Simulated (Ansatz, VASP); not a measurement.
# AgAs in VASP and in Ansatz

The input INCAR:

```
SYSTEM = AgAs
PREC = Accurate ; ENCUT = 600
EDIFF = 1E-7 ; ISMEAR = 0
SIGMA = 0.1 ; LREAL = .FALSE.
LASPH = .TRUE. ; NELM = 100
ALGO = Normal ; ISIF = 3
LWAVE = .FALSE. ; LCHARG = .FALSE.
GGA = PE ; IBRION = 2
NSW = 100 ; EDIFFG = -0.01
```

The input KPOINTS:

```
Automatic mesh
0
G
  18 18 18
  0 0 0
```

Contents of POSCAR:

```
AgAs
1.0
    0.0000000000      2.6813710986      2.6813710986
    2.6813710986      0.0000000000      2.6813710986
    2.6813710986      2.6813710986      0.0000000000
Ag As
1 1
Direct
    0.0000000000      0.0000000000      0.0000000000
    0.5000000000      0.5000000000      0.5000000000
```

Input for Ansatz:

```yaml
crystal:
  lattice:
    - [0.0, 2.6813710986, 2.6813710986]
    - [2.6813710986, 0.0, 2.6813710986]
    - [2.6813710986, 2.6813710986, 0.0]
  atoms:
    - { symbol: Ag, position: [0.0, 0.0, 0.0] }
    - { symbol: As, position: [0.5, 0.5, 0.5] }
basis:
  ecutwfc: 420
kpoints:
  mp_grid: { grid: [18, 18, 18] }
hamiltonian:
  xc: pbe
scf:
  occupations: { method: gaussian, width: 0.1 }
output:
  forces: true
  stress: true
  eigenvalues: true
relax:
  adjacent_minimum: "off"
  f_tol: 0.01
  max_steps: 80
  cell: { stress_tol: 0.05 }
```

Alike in both runs: task relaxation of cell and atoms; functional PBE; k mesh 18 × 18 × 18; occupations gaussian, width 0.1 eV; no spin polarisation.

|  | VASP | Ansatz |
| --- | --- | --- |
| version | VASP 6.6.1 | Ansatz 0.2.0 |
| potentials or method | VASP PAW PBE potentials, release 64 (Ag, As), cutoff 600 eV | scalar-relativistic, plane waves, PAW |
| valence electrons in the cell | 16 | 34 |

|  | VASP | Ansatz | Ansatz less VASP |
| --- | --- | --- | --- |
| gap on the k mesh at the Fermi level, each at its own relaxed structure (eV) | none | none | - |
| relaxed volume (Å³/atom) | 20.17 | 20.18 | +0.009 |
| relaxed length of the cell vector where the two differ most in proportion (Å) | 3.850 | 3.850 | +0.0006 |

A gap of «none» marks a metal or a gap that the smearing closes. VASP's potentials hold 16 valence electrons a cell and Ansatz's 34, so a difference there can come from the potentials and not from the codes.
